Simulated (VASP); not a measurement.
# W3O (P4_2/mmc) in VASP: single point with PBE

Aim: the single point of W3O with PBE.

All numbers are computed with VASP 6.6.1; they aren't measurements. Logs are shortened: lines on timing, memory, paths and dates and some standing lists are left out, and cuts for length are marked.

**1. The cell of the first run**

The structure is tetragonal, space group P4_2/mmc (No. 131). Conventional cell: a = 4.494 Å, b = 4.494 Å, c = 4.885 Å, α = 90.00°, β = 90.00°, γ = 90.00°. W (site symmetry m2m) has 10 W at 2.25 to 2.91 Å and 4 O at 2.51 to 2.69 Å within 3.0 Å. W (site symmetry -4m2) has 10 W at 2.44 to 2.79 Å and 4 O at 2.56 Å within 3.2 Å. O (site symmetry mmm) has 12 W at 2.51 to 2.69 Å within 3.3 Å.

**2. Single point, PBE (strain -0.080 along x and y, +0.000 along z)**

INCAR

```
  PREC = Accurate
  ENCUT = 520
  EDIFF = 1E-6
  ISMEAR = 0
  SIGMA = 0.15
  LREAL = False
  LASPH = True
  NELM = 80
  ALGO = Fast
  ISIF = 2
  LWAVE = False
  LCHARG = False
  GGA = PE
  NBANDS = 58
```

KPOINTS

```
regular mesh
0
Gamma
  8 8 8
```

POSCAR

```
W3O
1.0
    4.4937426410      0.0000000000      0.0000000000
    0.0000000000      4.4937426410      0.0000000000
    0.0000000000      0.0000000000      4.8845028706
W O
6 2
Direct
    0.5000000000      0.7500000000      0.0000000000
    0.0000000000      0.5000000000      0.7500000000
    0.2500000000      0.0000000000      0.5000000000
    0.5000000000      0.2500000000      0.0000000000
    0.0000000000      0.5000000000      0.2500000000
    0.7500000000      0.0000000000      0.5000000000
    0.5000000000      0.5000000000      0.5000000000
    0.0000000000      0.0000000000      0.0000000000
```

Potentials or basis: VASP PAW PBE potentials, release 64 (W_sv, O).

Started as:

```sh
> cat potpaw_PBE.64/W_sv/POTCAR potpaw_PBE.64/O/POTCAR > POTCAR
> mpirun -np 1 vasp_std > vasp.out
```

OUTCAR:

```text
PREC = Accurate
   ENCUT = 520
   EDIFF = 1E-6
   ISMEAR = 0
   LREAL = False
   LASPH = True
   NELM = 80
   ISIF = 2
   GGA = PE

 ion  position               nearest neighbor table
   1  0.500  0.750  0.000-   4 2.25   4 2.25   8 2.51   8 2.51   7 2.69   7 2.69   5 2.79   2 2.79
                             5 2.79   2 2.79   6 2.91   3 2.91   6 2.91   3 2.91
   2  0.000  0.500  0.750-   5 2.44   5 2.44   8 2.56   7 2.56   8 2.56   7 2.56   4 2.79   1 2.79
                             3 2.79   6 2.79   6 2.79   1 2.79   4 2.79   3 2.79
   3  0.250  0.000  0.500-   6 2.25   6 2.25   7 2.51   7 2.51   8 2.69   8 2.69   2 2.79   5 2.79
                             2 2.79   5 2.79   4 2.91   1 2.91   4 2.91   1 2.91
   4  0.500  0.250  0.000-   1 2.25   1 2.25   8 2.51   8 2.51   7 2.69   7 2.69   5 2.79   2 2.79
                             5 2.79   2 2.79   6 2.91   3 2.91   6 2.91   3 2.91
   5  0.000  0.500  0.250-   2 2.44   2 2.44   8 2.56   7 2.56   8 2.56   7 2.56   3 2.79   4 2.79
                             3 2.79   6 2.79   6 2.79   1 2.79   4 2.79   1 2.79
   6  0.750  0.000  0.500-   3 2.25   3 2.25   7 2.51   7 2.51   8 2.69   8 2.69   2 2.79   5 2.79
                             5 2.79   2 2.79   1 2.91   1 2.91   4 2.91   4 2.91
   7  0.500  0.500  0.500-   3 2.51   6 2.51   3 2.51   6 2.51   5 2.56   2 2.56   2 2.56   5 2.56
                             1 2.69   4 2.69   1 2.69   4 2.69
   8  0.000  0.000  0.000-   1 2.51   4 2.51   1 2.51   4 2.51   2 2.56   5 2.56   2 2.56   5 2.56
                             3 2.69   6 2.69   3 2.69   6 2.69

  LATTYP: Found a simple tetragonal cell.
 ALAT       =     4.4937426410
 C/A-ratio  =     1.0869565217

  Lattice vectors:

 A1 = (   4.4937426410,   0.0000000000,   0.0000000000)
 A2 = (   0.0000000000,   4.4937426410,   0.0000000000)
 A3 = (   0.0000000000,   0.0000000000,   4.8845028706)

Analysis of symmetry for initial positions (statically):
=====================================================================
 Subroutine PRICEL returns:
 Original cell was already a primitive cell.

 Routine SETGRP: Setting up the symmetry group for a
 simple tetragonal supercell.

 Subroutine GETGRP returns: Found 16 space group operations
 (whereof  8 operations were pure point group operations)
 out of a pool of 16 trial point group operations.

The static configuration has the point symmetry D_2h.
 The point group associated with its full space group is D_4h.

Analysis of symmetry for dynamics (positions and initial velocities):
=====================================================================
 Subroutine PRICEL returns:
 Original cell was already a primitive cell.

 Routine SETGRP: Setting up the symmetry group for a
 simple tetragonal supercell.

 Subroutine GETGRP returns: Found 16 space group operations
 (whereof  8 operations were pure point group operations)
 out of a pool of 16 trial point group operations.

The dynamic configuration has the point symmetry D_2h.
 The point group associated with its full space group is D_4h.

 Subroutine INISYM returns: Found 16 space group operations
 (whereof  8 operations are pure point group operations),
 and found     1 'primitive' translations

----------------------------------------------------------------------------------------

                                     Primitive cell

  volume of cell :      98.6363

  direct lattice vectors                    reciprocal lattice vectors
     4.493742641  0.000000000  0.000000000     0.222531658  0.000000000  0.000000000
     0.000000000  4.493742641  0.000000000     0.000000000  0.222531658  0.000000000
     0.000000000  0.000000000  4.884502871     0.000000000  0.000000000  0.204729125

  length of vectors
     4.493742641  4.493742641  4.884502871     0.222531658  0.222531658  0.204729125

  position of ions in fractional coordinates (direct lattice)
     0.500000000  0.750000000  0.000000000
     0.000000000  0.500000000  0.750000000
     0.250000000  0.000000000  0.500000000
     0.500000000  0.250000000  0.000000000
     0.000000000  0.500000000  0.250000000
     0.750000000  0.000000000  0.500000000
     0.500000000  0.500000000  0.500000000
     0.000000000  0.000000000  0.000000000

  ion indices of the primitive-cell ions
   primitive index   ion index
                 1           1
                 2           2
                 3           3
                 4           4
                 5           5
                 6           6
                 7           7
                 8           8

----------------------------------------------------------------------------------------

 KPOINTS: regular mesh

Automatic generation of k-mesh.
 Grid dimensions read from file:
 generate k-points for:    8    8    8

 Generating k-lattice:

  Cartesian coordinates                     Fractional coordinates (reciprocal lattice)
     0.027816457  0.000000000  0.000000000     0.125000000  0.000000000  0.000000000
     0.000000000  0.027816457  0.000000000     0.000000000  0.125000000  0.000000000
     0.000000000  0.000000000  0.025591141     0.000000000  0.000000000  0.125000000

  Length of vectors
     0.027816457  0.027816457  0.025591141

  Shift w.r.t. Gamma in fractional coordinates (k-lattice)
     0.000000000  0.000000000  0.000000000

 Subroutine IBZKPT returns following result:
 ===========================================

 Found     75 irreducible k-points:

 Following reciprocal coordinates:
            Coordinates               Weight
  0.000000  0.000000  0.000000      1.000000
  0.125000  0.000000  0.000000      4.000000
  0.250000  0.000000  0.000000      4.000000
  0.375000  0.000000  0.000000      4.000000
  0.500000  0.000000  0.000000      2.000000
  0.125000  0.125000  0.000000      4.000000
[... 16 lines left out ...]
  0.375000  0.125000  0.125000     16.000000
  0.500000  0.125000  0.125000      8.000000
 [... further k-points ...]
   k-points           NKPTS =     75   k-points in BZ     NKDIM =     75   number of bands    NBANDS=     58
   number of dos      NEDOS =    301   number of ions     NIONS =      8
   total plane-waves  NPLWV =  46656
   dimension x,y,z NGX =    36 NGY =   36 NGZ =   36
   dimension x,y,z NGXF=    72 NGYF=   72 NGZF=   72
   ions per type =               6   2
   NGX,Y,Z   is equivalent  to a cutoff of  13.32, 13.32, 12.25 a.u.
   NGXF,Y,Z  is equivalent  to a cutoff of  26.64, 26.64, 24.51 a.u.
 SYSTEM =  unknown system
   PREC   = accura    normal or accurate (medium, high low for compatibility)
   ISTART =      0    job   : 0-new  1-cont  2-samecut
   ICHARG =      2    charge: 1-file 2-atom 10-const
   ISPIN  =      1    spin polarized calculation?
   LNONCOLLINEAR =      F non collinear calculations
   LSORBIT =      F    spin-orbit coupling
   LASPH  =      T    aspherical Exc in radial PAW
   ENCUT  =  520.0 eV  38.22 Ry    6.18 a.u.   8.36  8.36  9.08*2*pi/ulx,y,z
   NELM   =     80;   NELMIN=  2; NELMDL= -5     # of ELM steps
   EDIFF  = 0.1E-05   stopping-criterion for ELM
   LREAL  =      F    real-space projection
   EDIFFG = 0.1E-04   stopping-criterion for IOM
   NSW    =      0    number of steps for IOM
   IBRION =     -1    ionic relax: 0-MD 1-quasi-New 2-CG
   NFREE  =      0    steps in history (QN), initial steepest desc. (CG)
   ISIF   =      2    stress and relaxation
   ISYM   =      2    0-nonsym 1-usesym 2-fastsym
   POTIM  = 0.5000    time-step for ionic-motion
   TEBEG  =    0.0;   TEEND  =   0.0 temperature during run
   PSTRESS=    0.0 pullay stress
   NELECT =      96.0000    total number of electrons
   NUPDOWN=      -1.0000    fix difference up-down
   EMIN   =  10.00;   EMAX   =-10.00  energy-range for DOS
   EFERMI =   0.00;   METHOD = LEGACY
   ISMEAR =     0;   SIGMA  =   0.15  broadening in eV -4-tet -1-fermi 0-gaus
   EFERMI_NEDOS =   21; number of points for ismear=-14 and -15
   IALGO  =     68    algorithm
   IMIX   =      4    mixing-type and parameters
     AMIX     =   0.40;   BMIX     =  1.00
     AMIX_MAG =   1.60;   BMIX_MAG =  1.00
  volume/ion in A,a.u.               =      12.33        83.20
  Fermi-wavevector in a.u.,A,eV,Ry     =   1.622382  3.065857 35.812191  2.632122
  Thomas-Fermi vector in A             =   2.716004
   LORBIT       =      0    0 simple, 1 ext, 2 COOP (PROOUT), +10 PAW based schemes
   GGA     = PE    functional components
   LHFCALC =     F    Hartree Fock is set to
   AEXX    =    0.0000 exact exchange contribution
   IVDW    =     0    specifies the selected vdW correction
   LEPSILON=     F    determine dielectric tensor
   LRPA    =     F    only Hartree local field effects (RPA)
 non-spin polarized calculation
 RMM-DIIS sequential band-by-band and
 Gauss-broadening in eV      SIGMA  =   0.15
  energy-cutoff  :      520.00
  volume of cell :       98.64
 maximum number of plane-waves:      2684
 NGX is ok and might be reduce to    36
   NGX = 17   NGY = 17   NGZ = 19

 number of electron      95.9999977 magnetization

 Free energy of the ion-electron system (eV)
  ---------------------------------------------------
  ext. energy  EPLUGINS =         0.00000000
  ---------------------------------------------------
  free energy    TOTEN  =       -77.71838651 eV

  energy without entropy =      -77.65830594  energy(sigma->0) =      -77.68834623

 E-fermi :  12.2990     XC(G=0): -14.0109

 val. band max:       12.2969399002   @ k =   0.5000   0.2500   0.2500
 cond. band min:      12.3033501903   @ k =   0.2500   0.0000   0.3750
 fundamental gap:      0.0064102901
 Fermi energy:        12.2989665912

 k-point     1 :       0.0000    0.0000    0.0000
  band No.  band energies     occupation
      1     -61.9539      2.00000
      2     -61.8760      2.00000
      3     -61.7295      2.00000
      4     -61.5188      2.00000
      5     -61.3428      2.00000
      6     -61.3428      2.00000
[... 1453 lines left out ...]
     57      15.3142      0.00000
     58      15.4004      0.00000

 [... further k-points ...]

------------------------ aborting loop because EDIFF is reached ----------------------------------------

  FORCE on cell =-STRESS in cart. coord.  units (eV):
  Direction    XX          YY          ZZ          XY          YZ          ZX
  --------------------------------------------------------------------------------------
  -------------------------------------------------------------------------------------
  Total       39.7716116     39.7716116     29.5516021      0.0000000      0.0000000      0.0000000
  in kB      646.0215564    646.0215564    480.0150470      0.0000000      0.0000000      0.0000000
  external PRESSURE =     590.6860533 kB  Pullay stress =       0.0000000 kB

 VOLUME and BASIS-vectors are now :
 -----------------------------------------------------------------------------
  energy-cutoff  :      520.00
  volume of cell :       98.64
      direct lattice vectors                 reciprocal lattice vectors
     4.493742641  0.000000000  0.000000000     0.222531658  0.000000000  0.000000000
     0.000000000  4.493742641  0.000000000     0.000000000  0.222531658  0.000000000
     0.000000000  0.000000000  4.884502871     0.000000000  0.000000000  0.204729125

 POSITION                                       TOTAL-FORCE (eV/Angst)
 -----------------------------------------------------------------------------------
      2.24687      3.37031      0.00000         0.000000     -0.647608      0.000000
      0.00000      2.24687      3.66338         0.000000      0.000000      0.000000
      1.12344      0.00000      2.44225        -0.647608     -0.000000      0.000000
      2.24687      1.12344      0.00000        -0.000000      0.647608     -0.000000
      0.00000      2.24687      1.22113         0.000000      0.000000     -0.000000
      3.37031      0.00000      2.44225         0.647608      0.000000     -0.000000
      2.24687      2.24687      2.44225         0.000000      0.000000     -0.000000
      0.00000      0.00000      0.00000         0.000000      0.000000     -0.000000
 -----------------------------------------------------------------------------------
    total drift:                                0.000000      0.000000     -0.000000

  FREE ENERGIE OF THE ION-ELECTRON SYSTEM (eV)
  ---------------------------------------------------
  free  energy   TOTEN  =       -77.7183865095 eV

  energy  without entropy=      -77.6583059439  energy(sigma->0) =      -77.68834623
```

Wall time 14 min (1 thread of Oxide Virtual Turin-like, shared host); peak memory 0.38 GiB.

Results:

| Property | Result |
| --- | --- |
| Free energy | -77.7184 eV |
| Pressure | 59.1 GPa |
| Largest force | 0.648 eV/Å |
| Band gap on the k mesh | zero (bands 48 and 49 overlap by 1.39 eV) |

Forces in eV/Å, atoms in the order of the input:
```
W    0.000 -0.648  0.000
W    0.000  0.000  0.000
W   -0.648  0.000  0.000
W    0.000  0.648  0.000
W    0.000  0.000  0.000
W    0.648  0.000  0.000
O    0.000  0.000  0.000
O    0.000  0.000  0.000
```

Caveat: the cell differs from its parent crystal (strain -0.080 along x and y, +0.000 along z); the stress differs along the axes, from 48 to 65 GPa; spin-orbit coupling is left out, which moves the levels of the heavy elements.
